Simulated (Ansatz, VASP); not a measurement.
Two plane-wave programs on HfO2

POSCAR

```
HfO2
1.0
    0.0000000000      2.5291609878      2.5291609878
    2.5291609878      0.0000000000      2.5291609878
    2.5291609878      2.5291609878      0.0000000000
Hf O
1 2
Direct
    0.0000000000      0.0000000000      0.0000000000
    0.2500000000      0.2500000000      0.2500000000
    0.7500000000      0.7500000000      0.7500000000
```

File INCAR.step1:

```
SYSTEM = HfO2
  ALGO = Normal
  EDIFF = 1E-4
  ENCUT = 520
  GGA = PE
  ISMEAR = 0
  LASPH = .True.
  LCHARG = .False.
  LREAL = .False.
  LWAVE = .True.
  NBANDS = 18
  NELM = 80
  PREC = Accurate
  SIGMA = 0.05
```

INCAR.step2

```
SYSTEM = HfO2
  ALGO = Normal
  EDIFF = 1E-6
  ENCUT = 520
  ISIF = 2
  ISMEAR = 0
  ISTART = 1
  LASPH = .True.
  LCHARG = .False.
  LMIXTAU = .True.
  LREAL = .False.
  LWAVE = .False.
  METAGGA = R2SCAN
  NBANDS = 18
  NELM = 80
  PREC = Accurate
  SIGMA = 0.05
```

Contents of KPOINTS:

```
k-points
0
Gamma
  8 8 8
  0 0 0
```

Input for Ansatz:

```yaml
crystal:
  lattice:
    - [0.0, 2.5291609829, 2.5291609829]
    - [2.5291609829, 0.0, 2.5291609829]
    - [2.5291609829, 2.5291609829, 0.0]
  atoms:
    - { symbol: Hf, position: [0.0, 0.0, 0.0] }
    - { symbol: O, position: [0.25, 0.25, 0.25] }
    - { symbol: O, position: [0.75, 0.75, 0.75] }
basis:
  ecutwfc: 500
kpoints:
  mp_grid: { grid: [8, 8, 8] }
hamiltonian:
  xc: r2scan
scf:
  occupations: { method: gaussian, width: 0.05 }
output:
  forces: true
  stress: true
  eigenvalues: true
```

Alike in both runs: task single point; functional r2SCAN; k mesh 8 × 8 × 8; occupations gaussian, width 0.05 eV; no spin polarisation.

```csv
,VASP,Ansatz
version,VASP 6.6.1,Ansatz 0.2.0
potentials or method,"VASP PAW PBE potentials, release 64 (Hf_pv, O), cutoff 520 eV","scalar-relativistic, plane waves, PAW"
valence electrons in the cell,22,38
```

Ansatz gave:

* gap on the k mesh at the Fermi level (eV): 4.30
* least direct gap on the mesh (eV): 4.30
* pressure (GPa): 0.0

Estimate VASP's values.

gap on the k mesh at the Fermi level (eV): 4.32; least direct gap on the mesh (eV): 4.32; pressure (GPa): -3.9.

VASP's potentials were made for PBE, not for r2SCAN. VASP's potentials hold 22 valence electrons a cell and Ansatz's 38, so a difference there can come from the potentials and not from the codes.

Spin-orbit coupling is off throughout.
